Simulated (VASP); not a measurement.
Input of a VASP 6.6.1 run:

File INCAR:

```
ALGO = Normal ; EDIFF = 1E-7
ENCUT = 520 ; GGA = PS
ISIF = 2 ; ISMEAR = 0
LASPH = True ; LCHARG = False
LREAL = False ; LWAVE = False
NBANDS = 12 ; NELM = 100
PREC = Accurate ; SIGMA = 0.15
```

The input KPOINTS:

```
k-points
0
Gamma
  20 20 20
```

File POSCAR:

```
Ag
1.0
    0.0000000000      2.0737465000      2.1043930000
    2.0737465000      0.0000000000      2.1043930000
    2.0737465000      2.0737465000      0.0000000000
Ag
1
Direct
    0.0000000000      0.0000000000      0.0000000000
```

Potentials or basis: VASP PAW PBE potentials, release 64 (Ag).

Command:

```sh
$ cat potpaw_PBE.64/Ag/POTCAR > POTCAR
$ mpirun -np 1 vasp_std > vasp.out
```

Question: Predict the pressure.

Answer: -7.9 GPa.

Stress tensor (GPa, compression positive):
```
-7.76  0.00  0.00
 0.00 -7.76  0.00
 0.00  0.00 -8.25
```

Caveat: the cell differs from its parent crystal (strain +0.015 along x and y, +0.030 along z); the PAW data sets were made with another functional, which shifts forces and pressure a little.
